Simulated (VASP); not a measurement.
Set up this calculation in VASP 6.6.1, as the native input.

```
Task                   : single point
Functional             : PBE
Potentials or basis    : VASP PAW PBE potentials, release 64 (Ga_d, B, As)
Cutoff                 : 520 eV
k mesh                 : 6 × 6 × 6
Occupations            : gaussian, width 0.1 eV
Spin                   : no spin polarisation
Dipole correction      : no
Further INCAR settings : ALGO = Normal; EDIFF = 1e-06; NBANDS = 31
```

The structure of Ga2BAs3 lies in POSCAR:

```
Ga2BAs3
1.0
   -1.9030556331      1.9030556331      8.3138755788
    1.9030556331     -1.9030556331      8.3138755788
    1.9030556331      1.9030556331     -8.3138755788
Ga B As
2 1 3
Direct
    0.6596645078      0.6596645078      0.0000000000
    0.3403354922      0.3403354922      0.0000000000
    0.0000000000      0.0000000000      0.0000000000
    0.5679707634      0.0679707634      0.5000000000
    0.2500000000      0.7500000000      0.5000000000
    0.9320292366      0.4320292366      0.5000000000
```

The input as run:

INCAR

```
SYSTEM = Ga2BAs3
PREC     = Accurate       ! precision mode
ENCUT    = 520            ! plane-wave cutoff, eV
EDIFF    = 1E-6           ! SCF threshold, eV
ISMEAR   = 0              ! smearing method
SIGMA    = 0.1            ! smearing width, eV
LREAL    = .False.        ! projectors in reciprocal space
LASPH    = .True.         ! aspherical terms in the spheres
NELM     = 80             ! most SCF steps
ALGO     = Normal         ! electronic algorithm
ISIF     = 2              ! what is computed and relaxed
LWAVE    = .False.        ! write WAVECAR
LCHARG   = .False.        ! write CHGCAR
GGA      = PE             ! functional
NBANDS   = 31             ! bands
```

KPOINTS

```
regular mesh
0
Gamma
  6 6 6
  0 0 0
```

Potentials or basis: VASP PAW PBE potentials, release 64 (Ga_d, B, As).

The run is started by

```bash
$ cat potpaw_PBE.64/Ga_d/POTCAR potpaw_PBE.64/B/POTCAR potpaw_PBE.64/As/POTCAR > POTCAR
$ mpirun -np 1 vasp_std > vasp.out
```

It gave:

The pressure is 0.4 GPa and the largest force is 0.012 eV/Å. The band gap on the k mesh is 0.47 eV.

Wall time 9.4 min on 1 thread of Intel(R) Xeon(R) Platinum 8488C (Sapphire Rapids), with other jobs on the host, peak memory 0.71 GiB.
